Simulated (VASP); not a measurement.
# Rh (Fm-3m) in VASP: a series of runs, part 2 of 2

VASP 6.6.1.

## 5. Single point, PBE

This run uses another cell than the first one, of 13.58 Å³/atom, 0.965 times its volume.

File INCAR:

```
ALGO = Normal
EDIFF = 1E-6
ENCUT = 500
GGA = PE
GGA_COMPAT = F
ISIF = 2
ISMEAR = -1
LASPH = T
LCHARG = F
LREAL = F
LWAVE = F
NBANDS = 14
NELM = 120
PREC = Accurate
SIGMA = 0.1
```

File KPOINTS:

```
k-points
0
Gamma
  9 9 9
```

File POSCAR:

```
Rh
1.0
    0.0000000000      1.8935012267      1.8935012267
    1.8935012267      0.0000000000      1.8935012267
    1.8935012267      1.8935012267      0.0000000000
Rh
1
Direct
    0.0000000000      0.0000000000      0.0000000000
```

Potentials or basis: VASP PAW PBE potentials, release 64 (Rh_pv).

The run is started by

```bash
$ cat potpaw_PBE.64/Rh_pv/POTCAR > POTCAR
$ mpirun -np 1 vasp_std > vasp.out
```

OUTCAR:

```text
EDIFF = 1E-6
   ENCUT = 500
   GGA = PE
   ISIF = 2
   ISMEAR = -1
   LASPH = T
   LREAL = F
   NELM = 120
   PREC = Accurate

 ion  position               nearest neighbor table
   1  0.000  0.000  0.000-

  LATTYP: Found a face centered cubic cell.
 ALAT       =     3.7870024534

  Lattice vectors:

 A1 = (   0.0000000000,   1.8935012267,   1.8935012267)
 A2 = (   1.8935012267,   0.0000000000,   1.8935012267)
 A3 = (   1.8935012267,   1.8935012267,   0.0000000000)

Analysis of symmetry for initial positions (statically):
=====================================================================
 Subroutine PRICEL returns:
 Original cell was already a primitive cell.

 Routine SETGRP: Setting up the symmetry group for a
 face centered cubic supercell.

 Subroutine GETGRP returns: Found 48 space group operations
 (whereof 48 operations were pure point group operations)
 out of a pool of 48 trial point group operations.

The static configuration has the point symmetry O_h .

Analysis of symmetry for dynamics (positions and initial velocities):
=====================================================================
 Subroutine PRICEL returns:
 Original cell was already a primitive cell.

 Routine SETGRP: Setting up the symmetry group for a
 face centered cubic supercell.

 Subroutine GETGRP returns: Found 48 space group operations
 (whereof 48 operations were pure point group operations)
 out of a pool of 48 trial point group operations.

The dynamic configuration has the point symmetry O_h .

 Subroutine INISYM returns: Found 48 space group operations
 (whereof 48 operations are pure point group operations),
 and found     1 'primitive' translations

----------------------------------------------------------------------------------------

                                     Primitive cell

  volume of cell :      13.5777

  direct lattice vectors                    reciprocal lattice vectors
     0.000000000  1.893501227  1.893501227    -0.264061091  0.264061091  0.264061091
     1.893501227  0.000000000  1.893501227     0.264061091 -0.264061091  0.264061091
     1.893501227  1.893501227  0.000000000     0.264061091  0.264061091 -0.264061091

  length of vectors
     2.677815115  2.677815115  2.677815115     0.457367226  0.457367226  0.457367226

  position of ions in fractional coordinates (direct lattice)
     0.000000000  0.000000000  0.000000000

  ion indices of the primitive-cell ions
   primitive index   ion index
                 1           1

----------------------------------------------------------------------------------------

 KPOINTS: k-points

Automatic generation of k-mesh.
 Grid dimensions read from file:
 generate k-points for:    9    9    9

 Generating k-lattice:

  Cartesian coordinates                     Fractional coordinates (reciprocal lattice)
    -0.029340121  0.029340121  0.029340121     0.111111111  0.000000000  0.000000000
     0.029340121 -0.029340121  0.029340121     0.000000000  0.111111111  0.000000000
     0.029340121  0.029340121 -0.029340121     0.000000000  0.000000000  0.111111111

  Length of vectors
     0.050818581  0.050818581  0.050818581

  Shift w.r.t. Gamma in fractional coordinates (k-lattice)
     0.000000000  0.000000000  0.000000000

 Subroutine IBZKPT returns following result:
 ===========================================

 Found     35 irreducible k-points:

 Following reciprocal coordinates:
            Coordinates               Weight
  0.000000  0.000000  0.000000      1.000000
  0.111111  0.000000  0.000000      8.000000
  0.222222  0.000000  0.000000      8.000000
  0.333333  0.000000  0.000000      8.000000
  0.444444  0.000000  0.000000      8.000000
  0.111111  0.111111  0.000000      6.000000
[... 16 lines left out ...]
 -0.333333  0.333333  0.000000     12.000000
  0.444444  0.444444  0.000000      6.000000
 [... further k-points ...]
   k-points           NKPTS =     35   k-points in BZ     NKDIM =     35   number of bands    NBANDS=     14
   number of dos      NEDOS =    301   number of ions     NIONS =      1
   total plane-waves  NPLWV =   8000
   dimension x,y,z NGX =    20 NGY =   20 NGZ =   20
   dimension x,y,z NGXF=    40 NGYF=   40 NGZF=   40
   ions per type =               1
   NGX,Y,Z   is equivalent  to a cutoff of  12.42, 12.42, 12.42 a.u.
   NGXF,Y,Z  is equivalent  to a cutoff of  24.83, 24.83, 24.83 a.u.
 SYSTEM =  unknown system
   PREC   = accura    normal or accurate (medium, high low for compatibility)
   ISTART =      0    job   : 0-new  1-cont  2-samecut
   ICHARG =      2    charge: 1-file 2-atom 10-const
   ISPIN  =      1    spin polarized calculation?
   LNONCOLLINEAR =      F non collinear calculations
   LSORBIT =      F    spin-orbit coupling
   LASPH  =      T    aspherical Exc in radial PAW
   ENCUT  =  500.0 eV  36.75 Ry    6.06 a.u.   4.88  4.88  4.88*2*pi/ulx,y,z
   NELM   =    120;   NELMIN=  2; NELMDL= -5     # of ELM steps
   EDIFF  = 0.1E-05   stopping-criterion for ELM
   LREAL  =      F    real-space projection
   EDIFFG = 0.1E-04   stopping-criterion for IOM
   NSW    =      0    number of steps for IOM
   IBRION =     -1    ionic relax: 0-MD 1-quasi-New 2-CG
   NFREE  =      0    steps in history (QN), initial steepest desc. (CG)
   ISIF   =      2    stress and relaxation
   ISYM   =      2    0-nonsym 1-usesym 2-fastsym
   POTIM  = 0.5000    time-step for ionic-motion
   TEBEG  =    0.0;   TEEND  =   0.0 temperature during run
   PSTRESS=    0.0 pullay stress
   NELECT =      15.0000    total number of electrons
   NUPDOWN=      -1.0000    fix difference up-down
   EMIN   =  10.00;   EMAX   =-10.00  energy-range for DOS
   EFERMI =   0.00;   METHOD = LEGACY
   ISMEAR =    -1;   SIGMA  =   0.10  broadening in eV -4-tet -1-fermi 0-gaus
   EFERMI_NEDOS =   21; number of points for ismear=-14 and -15
   IALGO  =     38    algorithm
   IMIX   =      4    mixing-type and parameters
     AMIX     =   0.40;   BMIX     =  1.00
     AMIX_MAG =   1.60;   BMIX_MAG =  1.00
  volume/ion in A,a.u.               =      13.58        91.63
  Fermi-wavevector in a.u.,A,eV,Ry     =   1.692374  3.198123 38.968848  2.864130
  Thomas-Fermi vector in A             =   2.773972
   LORBIT       =      0    0 simple, 1 ext, 2 COOP (PROOUT), +10 PAW based schemes
   GGA     = PE    functional components
   LHFCALC =     F    Hartree Fock is set to
   AEXX    =    0.0000 exact exchange contribution
   IVDW    =     0    specifies the selected vdW correction
   LEPSILON=     F    determine dielectric tensor
   LRPA    =     F    only Hartree local field effects (RPA)
 non-spin polarized calculation
  energy-cutoff  :      500.00
  volume of cell :       13.58
 maximum number of plane-waves:       353
   NGX =  9   NGY =  9   NGZ =  9

 number of electron      15.0000007 magnetization

 Free energy of the ion-electron system (eV)
  ---------------------------------------------------
  ext. energy  EPLUGINS =         0.00000000
  ---------------------------------------------------
  free energy    TOTEN  =        -7.25635168 eV

  energy without entropy =       -7.21551591  energy(sigma->0) =       -7.23593380

 E-fermi :  12.0704     XC(G=0): -14.1137

 val. band max:       12.0065153222   @ k =   0.3333   0.2222   0.0000
 cond. band min:      12.0723714242   @ k =  -0.3333   0.3333   0.0000
 fundamental gap:      0.0658561021
 Fermi energy:        12.0703982739

 k-point     1 :       0.0000    0.0000    0.0000
  band No.  band energies     occupation
      1     -34.2721      2.00000
      2     -34.2721      2.00000
      3     -34.2721      2.00000
      4       4.0839      2.00000
      5       8.9968      2.00000
      6       8.9968      2.00000
      7       8.9968      2.00000
      8      11.1176      1.99985
      9      11.1176      1.99985
     10      28.1295      0.00000
     11      32.6122      0.00000
     12      33.6506      0.00000
     13      33.6506      0.00000
     14      33.6506      0.00000

 k-point     2 :       0.1111    0.0000    0.0000
  band No.  band energies     occupation
      1     -34.3645      2.00000
      2     -34.2846      2.00000
      3     -34.2846      2.00000
      4       4.5722      2.00000
      5       8.7984      2.00000
      6       9.1766      2.00000
      7       9.1766      2.00000
      8      11.0283      1.99994
      9      11.0283      1.99994
     10      28.8127      0.00000
[... 362 lines left out ...]
 k-point    24 :       0.4444    0.4444    0.0000
  band No.  band energies     occupation
      1     -34.9708      2.00000
      2     -34.5439      2.00000
      3     -34.5439      2.00000
      4       5.7873      2.00000
      5       6.1477      2.00000
      6      12.6272      0.00761
      7      12.9432      0.00032
      8      12.9432      0.00032
      9      14.7600      0.00000
     10      25.3541      0.00000
     11      25.9100      0.00000
     12      25.9100      0.00000
     13      32.6057      0.00000
     14      35.2439      0.00000

 [... further k-points ...]
[... 5 lines left out ...]
  --------------------------------------------------------------------------------------
  -------------------------------------------------------------------------------------
  Total        0.8669340      0.8669340      0.8669340      0.0000000      0.0000000      0.0000000
  in kB      102.2986371    102.2986371    102.2986371      0.0000000      0.0000000      0.0000000
  external PRESSURE =     102.2986371 kB  Pullay stress =       0.0000000 kB

 VOLUME and BASIS-vectors are now :
 -----------------------------------------------------------------------------
  energy-cutoff  :      500.00
  volume of cell :       13.58
      direct lattice vectors                 reciprocal lattice vectors
     0.000000000  1.893501227  1.893501227    -0.264061091  0.264061091  0.264061091
     1.893501227  0.000000000  1.893501227     0.264061091 -0.264061091  0.264061091
     1.893501227  1.893501227  0.000000000     0.264061091  0.264061091 -0.264061091

 POSITION                                       TOTAL-FORCE (eV/Angst)
 -----------------------------------------------------------------------------------
      0.00000      0.00000      0.00000         0.000000     -0.000000      0.000000
 -----------------------------------------------------------------------------------
    total drift:                                0.000000      0.000000      0.000000

  FREE ENERGIE OF THE ION-ELECTRON SYSTEM (eV)
  ---------------------------------------------------
  free  energy   TOTEN  =        -7.2563516811 eV

  energy  without entropy=       -7.2155159122  energy(sigma->0) =       -7.23593380
```

OSZICAR:

```text
N       E                     dE             d eps       ncg     rms          rms(c)
DAV:   1     0.117901202565E+03    0.11790E+03   -0.86063E+03   988   0.111E+03
DAV:   2    -0.615444973515E+01   -0.12406E+03   -0.11914E+03  1100   0.336E+02
DAV:   3    -0.775758418330E+01   -0.16031E+01   -0.16013E+01  1178   0.417E+01
DAV:   4    -0.776363333416E+01   -0.60492E-02   -0.60490E-02  1136   0.264E+00
DAV:   5    -0.776368758822E+01   -0.54254E-04   -0.54255E-04  1136   0.220E-01    0.105E+01
DAV:   6    -0.727664568477E+01    0.48704E+00   -0.78139E-01  1022   0.125E+01    0.372E+00
DAV:   7    -0.725997046541E+01    0.16675E-01   -0.16193E-02  1106   0.159E+00    0.176E+00
DAV:   8    -0.725650666043E+01    0.34638E-02   -0.34941E-03  1040   0.795E-01    0.220E-01
DAV:   9    -0.725635128499E+01    0.15538E-03   -0.11184E-04  1046   0.147E-01    0.112E-02
DAV:  10    -0.725635168108E+01   -0.39609E-06   -0.31130E-06  1130   0.221E-02
   1 F= -.72563517E+01 E0= -.72359338E+01  d E =-.408358E-01
```

stdout:

```text
POSCAR found type information on POSCAR Rh
 POSCAR found :  1 types and       1 ions
 scaLAPACK will be used
 LDA part: xc-table for (Slater+PW92), standard interpolation
 POSCAR, INCAR and KPOINTS ok, starting setup
 FFT: planning ... GRIDC
 FFT: planning ... GRID_SOFT
 FFT: planning ... GRID
 WAVECAR not read
 entering main loop
```

Wall time 6.7 s (1 thread of Intel Xeon Platinum 8375C at 2.90GHz (Ice Lake), shared host); peak memory 0.12 GiB.

What came out:

- Free energy: -7.2564 eV
- Pressure: 10.2 GPa

## 6. The runs side by side

| cell | gap on the mesh (eV) | pressure (GPa) |
| --- | --- | --- |
| a = 2.710 Å, angles 60.0°, 1 atom | none | 0.2 |
| a = 2.703 Å, angles 60.0°, 1 atom | none | 2.2 |
| a = 2.693 Å, angles 60.0°, 1 atom | none | 5.2 |
| a = 2.678 Å, angles 60.0°, 1 atom | none | 10.2 |

Alike in all rows: task single point; level PBE; potentials or basis VASP PAW PBE potentials, release 64 (Rh_pv); no spin polarisation; k mesh 9 × 9 × 9; cutoff (eV) 500; smearing fermi-dirac 0.1 eV.

Absolute energies hang on the potentials; compare differences alone.
